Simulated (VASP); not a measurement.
# GaN (rocksalt type) (Fm-3m) in VASP: relaxation of cell and atoms with PBE

Aim: the relaxation of cell and atoms of GaN (rocksalt type) with PBE.

Program: VASP 6.6.1. These are calculated values, not measurements. Logs are shortened: lines on timing, memory, paths and dates and some standing lists are left out, and cuts for length are marked.

## Step 1: The cell of the first run

It takes space group Fm-3m (No. 225, cubic). Conventional cell: a = 4.309 Å, b = 4.309 Å, c = 4.309 Å, α = 90.00°, β = 90.00°, γ = 90.00°. Within 2.9 Å of Ga (site symmetry m-3m) lie 6 N at 2.15 Å. Within 2.9 Å of N (site symmetry m-3m) lie 6 Ga at 2.15 Å.

## Step 2: Relaxation of cell and atoms, PBE

The input, INCAR:

```
SYSTEM = GaN
PREC = Accurate
ENCUT = 600
EDIFF = 1E-7
ISMEAR = -1
SIGMA = 0.1
LREAL = .False.
LASPH = .True.
NELM = 60
ALGO = Normal
ISIF = 3
LWAVE = .False.
LCHARG = .False.
GGA = PE
IBRION = 2
NSW = 60
EDIFFG = -0.005
```

The input, KPOINTS:

```
regular mesh
0
Gamma
  15 15 15
  0 0 0
```

The input, POSCAR:

```
GaN
1.0
    0.0000000000      2.1544346900      2.1544346900
    2.1544346900      0.0000000000      2.1544346900
    2.1544346900      2.1544346900      0.0000000000
Ga N
1 1
Direct
    0.0000000000      0.0000000000      0.0000000000
    0.5000000000      0.5000000000      0.5000000000
```

Potentials or basis: VASP PAW PBE potentials, release 64 (Ga_d, N).

The run is started by

```
cat potpaw_PBE.64/Ga_d/POTCAR potpaw_PBE.64/N/POTCAR > POTCAR
mpirun -np 1 vasp_std > vasp.out
```

OUTCAR:

```text
SYSTEM = GaN
   PREC = Accurate
   ENCUT = 600
   EDIFF = 1E-7
   ISMEAR = -1
   LREAL = .False.
   LASPH = .True.
   NELM = 60
   ISIF = 3
   GGA = PE
   IBRION = 2
   NSW = 60
   EDIFFG = -0.005

 ion  position               nearest neighbor table
   1  0.000  0.000  0.000-   2 2.15   2 2.15   2 2.15   2 2.15   2 2.15   2 2.15
   2  0.500  0.500  0.500-   1 2.15   1 2.15   1 2.15   1 2.15   1 2.15   1 2.15

  LATTYP: Found a face centered cubic cell.
 ALAT       =     4.3088693800

  Lattice vectors:

 A1 = (   0.0000000000,   2.1544346900,   2.1544346900)
 A2 = (   2.1544346900,   0.0000000000,   2.1544346900)
 A3 = (   2.1544346900,   2.1544346900,   0.0000000000)

Analysis of symmetry for initial positions (statically):
=====================================================================
 Subroutine PRICEL returns:
 Original cell was already a primitive cell.

 Routine SETGRP: Setting up the symmetry group for a
 face centered cubic supercell.

 Subroutine GETGRP returns: Found 48 space group operations
 (whereof 48 operations were pure point group operations)
 out of a pool of 48 trial point group operations.

The static configuration has the point symmetry O_h .

Analysis of symmetry for dynamics (positions and initial velocities):
=====================================================================
 Subroutine PRICEL returns:
 Original cell was already a primitive cell.

 Routine SETGRP: Setting up the symmetry group for a
 face centered cubic supercell.

 Subroutine GETGRP returns: Found 48 space group operations
 (whereof 48 operations were pure point group operations)
 out of a pool of 48 trial point group operations.

The dynamic configuration has the point symmetry O_h .

 Subroutine INISYM returns: Found 48 space group operations
 (whereof 48 operations are pure point group operations),
 and found     1 'primitive' translations

----------------------------------------------------------------------------------------

                                     Primitive cell

  volume of cell :      20.0000

  direct lattice vectors                    reciprocal lattice vectors
     0.000000000  2.154434690  2.154434690    -0.232079442  0.232079442  0.232079442
     2.154434690  0.000000000  2.154434690     0.232079442 -0.232079442  0.232079442
     2.154434690  2.154434690  0.000000000     0.232079442  0.232079442 -0.232079442

  length of vectors
     3.046830758  3.046830758  3.046830758     0.401973384  0.401973384  0.401973384

  position of ions in fractional coordinates (direct lattice)
     0.000000000  0.000000000  0.000000000
     0.500000000  0.500000000  0.500000000

  ion indices of the primitive-cell ions
   primitive index   ion index
                 1           1
                 2           2

----------------------------------------------------------------------------------------

 KPOINTS: regular mesh

Automatic generation of k-mesh.
 Grid dimensions read from file:
 generate k-points for:   15   15   15

 Generating k-lattice:

  Cartesian coordinates                     Fractional coordinates (reciprocal lattice)
    -0.015471963  0.015471963  0.015471963     0.066666667  0.000000000  0.000000000
     0.015471963 -0.015471963  0.015471963     0.000000000  0.066666667  0.000000000
     0.015471963  0.015471963 -0.015471963     0.000000000  0.000000000  0.066666667

  Length of vectors
     0.026798226  0.026798226  0.026798226

  Shift w.r.t. Gamma in fractional coordinates (k-lattice)
     0.000000000  0.000000000  0.000000000

 Subroutine IBZKPT returns following result:
 ===========================================

 Found    120 irreducible k-points:

 Following reciprocal coordinates:
            Coordinates               Weight
  0.000000  0.000000  0.000000      1.000000
  0.066667  0.000000  0.000000      8.000000
  0.133333  0.000000  0.000000      8.000000
  0.200000  0.000000  0.000000      8.000000
  0.266667  0.000000  0.000000      8.000000
  0.333333  0.000000  0.000000      8.000000
[... 16 lines left out ...]
  0.133333  0.133333  0.000000      6.000000
  0.200000  0.133333  0.000000     24.000000
 [... further k-points ...]
   k-points           NKPTS =    120   k-points in BZ     NKDIM =    120   number of bands    NBANDS=     13
   number of dos      NEDOS =    301   number of ions     NIONS =      2
   total plane-waves  NPLWV =  13824
   dimension x,y,z NGX =    24 NGY =   24 NGZ =   24
   dimension x,y,z NGXF=    48 NGYF=   48 NGZF=   48
   ions per type =               1   1
   NGX,Y,Z   is equivalent  to a cutoff of  13.10, 13.10, 13.10 a.u.
   NGXF,Y,Z  is equivalent  to a cutoff of  26.19, 26.19, 26.19 a.u.
 SYSTEM =  GaN
   PREC   = accura    normal or accurate (medium, high low for compatibility)
   ISTART =      0    job   : 0-new  1-cont  2-samecut
   ICHARG =      2    charge: 1-file 2-atom 10-const
   ISPIN  =      1    spin polarized calculation?
   LNONCOLLINEAR =      F non collinear calculations
   LSORBIT =      F    spin-orbit coupling
   LASPH  =      T    aspherical Exc in radial PAW
   ENCUT  =  600.0 eV  44.10 Ry    6.64 a.u.   6.09  6.09  6.09*2*pi/ulx,y,z
   NELM   =     60;   NELMIN=  2; NELMDL= -5     # of ELM steps
   EDIFF  = 0.1E-06   stopping-criterion for ELM
   LREAL  =      F    real-space projection
   EDIFFG = -.5E-02   stopping-criterion for IOM
   NSW    =     60    number of steps for IOM
   IBRION =      2    ionic relax: 0-MD 1-quasi-New 2-CG
   NFREE  =      1    steps in history (QN), initial steepest desc. (CG)
   ISIF   =      3    stress and relaxation
   ISYM   =      2    0-nonsym 1-usesym 2-fastsym
   POTIM  = 0.5000    time-step for ionic-motion
   TEBEG  =    0.0;   TEEND  =   0.0 temperature during run
   PSTRESS=    0.0 pullay stress
   NELECT =      18.0000    total number of electrons
   NUPDOWN=      -1.0000    fix difference up-down
   EMIN   =  10.00;   EMAX   =-10.00  energy-range for DOS
   EFERMI =   0.00;   METHOD = LEGACY
   ISMEAR =    -1;   SIGMA  =   0.10  broadening in eV -4-tet -1-fermi 0-gaus
   EFERMI_NEDOS =   21; number of points for ismear=-14 and -15
   IALGO  =     38    algorithm
   IMIX   =      4    mixing-type and parameters
     AMIX     =   0.40;   BMIX     =  1.00
     AMIX_MAG =   1.60;   BMIX_MAG =  1.00
  volume/ion in A,a.u.               =      10.00        67.48
  Fermi-wavevector in a.u.,A,eV,Ry     =   1.580601  2.986903 33.991441  2.498300
  Thomas-Fermi vector in A             =   2.680804
   LORBIT       =      0    0 simple, 1 ext, 2 COOP (PROOUT), +10 PAW based schemes
   GGA     = PE    functional components
   LHFCALC =     F    Hartree Fock is set to
   AEXX    =    0.0000 exact exchange contribution
   IVDW    =     0    specifies the selected vdW correction
   LEPSILON=     F    determine dielectric tensor
   LRPA    =     F    only Hartree local field effects (RPA)
 conjugate gradient relaxation of ions
 non-spin polarized calculation
  energy-cutoff  :      600.00
  volume of cell :       20.00
 maximum number of plane-waves:       681
   NGX = 13   NGY = 13   NGZ = 13

--------------------------------------- Ionic step        1  -------------------------------------------

 number of electron      17.9999994 magnetization

 Free energy of the ion-electron system (eV)
  ---------------------------------------------------
  ext. energy  EPLUGINS =         0.00000000
  ---------------------------------------------------
  free energy    TOTEN  =       -11.20184129 eV

  energy without entropy =      -11.20003724  energy(sigma->0) =      -11.20093927

------------------------ aborting loop because EDIFF is reached ----------------------------------------

  FORCE on cell =-STRESS in cart. coord.  units (eV):
  Direction    XX          YY          ZZ          XY          YZ          ZX
  --------------------------------------------------------------------------------------
  -------------------------------------------------------------------------------------
  Total       -0.6200105     -0.6200105     -0.6200105     -0.0000000      0.0000000      0.0000000
  in kB      -49.6683363    -49.6683363    -49.6683363     -0.0000000      0.0000000      0.0000000
  external PRESSURE =     -49.6683363 kB  Pullay stress =       0.0000000 kB
[... 57 lines left out ...]
  energy  without entropy=      -11.2040629667  energy(sigma->0) =      -11.20443912

--------------------------------------- Ionic step        3  -------------------------------------------

 number of electron      18.0000005 magnetization

 Free energy of the ion-electron system (eV)
  ---------------------------------------------------
  ext. energy  EPLUGINS =         0.00000000
  ---------------------------------------------------
  free energy    TOTEN  =       -11.20980310 eV

  energy without entropy =      -11.20865546  energy(sigma->0) =      -11.20922928

 E-fermi :   7.8940     XC(G=0): -12.8963

 val. band max:        7.4950763959   @ k =  -0.2000   0.1333   0.0000
 cond. band min:       7.9705026097   @ k =   0.4667   0.4667   0.0000
 fundamental gap:      0.4754262139
 Fermi energy:         7.8940406876

 k-point     1 :       0.0000    0.0000    0.0000
  band No.  band energies     occupation
      1      -9.4866      2.00000
      2      -6.5027      2.00000
      3      -6.5027      2.00000
      4      -6.5027      2.00000
      5      -6.4160      2.00000
      6      -6.4160      2.00000
      7       7.0196      1.99968
      8       7.0196      1.99968
      9       7.0196      1.99968
     10       9.3688      0.00000
     11      22.0342      0.00000
     12      22.0342      0.00000
     13      22.0342      0.00000
[... 353 lines left out ...]
 k-point    24 :       0.2000    0.1333    0.0000
  band No.  band energies     occupation
      1      -8.7934      2.00000
      2      -6.5419      2.00000
      3      -6.4956      2.00000
      4      -6.4591      2.00000
      5      -6.4331      2.00000
      6      -6.3868      2.00000
      7       4.5491      2.00000
      8       6.4324      2.00000
      9       6.5720      2.00000
     10      12.0162      0.00000
     11      17.4124      0.00000
     12      18.3053      0.00000
     13      20.3186      0.00000

 [... further k-points ...]

------------------------ aborting loop because EDIFF is reached ----------------------------------------

  FORCE on cell =-STRESS in cart. coord.  units (eV):
  Direction    XX          YY          ZZ          XY          YZ          ZX
  --------------------------------------------------------------------------------------
  -------------------------------------------------------------------------------------
  Total        0.0001165      0.0001165      0.0001165     -0.0000000     -0.0000000      0.0000000
  in kB        0.0095707      0.0095707      0.0095707     -0.0000000     -0.0000000      0.0000000
  external PRESSURE =       0.0095707 kB  Pullay stress =       0.0000000 kB
[... 17 lines left out ...]
  FREE ENERGIE OF THE ION-ELECTRON SYSTEM (eV)
  ---------------------------------------------------
  free  energy   TOTEN  =       -11.2098030954 eV

  energy  without entropy=      -11.2086554630  energy(sigma->0) =      -11.20922928

 reached required accuracy - stopping structural energy minimisation
```

Run time: 73 s. Hardware: 1 thread of Intel Xeon 8259CL, shared host; peak memory 0.18 GiB.

Results:

```
Free energy                           : -11.2098 eV
Relaxed volume                        : 9.75 Å³/atom
Relaxed cell                          : a = 3.021 Å, b = 3.021 Å, c = 3.021 Å, α = 60.00°, β = 60.00°, γ = 60.00°
Space group after relaxing (to 0.1 Å) : Fm-3m (No. 225)
Energy gained by relaxing             : 4.0 meV/atom
Ionic steps                           : 3
Pressure after relaxing               : 0.0 GPa
Band gap on the k mesh                : 0.48 eV (least direct gap 2.35 eV)
```

Step by step:
| step | energy change (eV) | largest force (eV/Å) | pressure (GPa) | volume (Å³) |
| --- | --- | --- | --- | --- |
| 1 | 0.0000 | 0.0000 | -4.97 | 20.00 |
| 2 | -0.0030 | 0.0000 | 4.29 | 19.12 |
| 3 | -0.0080 | 0.0000 | 0.00 | 19.50 |

Final structure:
```
Ga N
1.0
     0.00000    2.13627    2.13627
     2.13627    0.00000    2.13627
     2.13627    2.13627    0.00000
Ga N
1 1
Direct
  0.00000 0.00000 0.00000
  0.50000 0.50000 0.50000
```

Levels at points of the mesh, in eV from the valence-band top:
| k point | band 6 | band 7 | band 8 | band 9 | band 10 | band 11 | band 12 | band 13 |
| --- | --- | --- | --- | --- | --- | --- | --- | --- |
| (0.00, 0.00, 0.00) | -13.91 | -0.48 | -0.48 | -0.48 | 1.87 | 14.54 | 14.54 | 14.54 |

Caveat: an odd mesh through Γ misses points on the zone boundary, where band edges can lie.
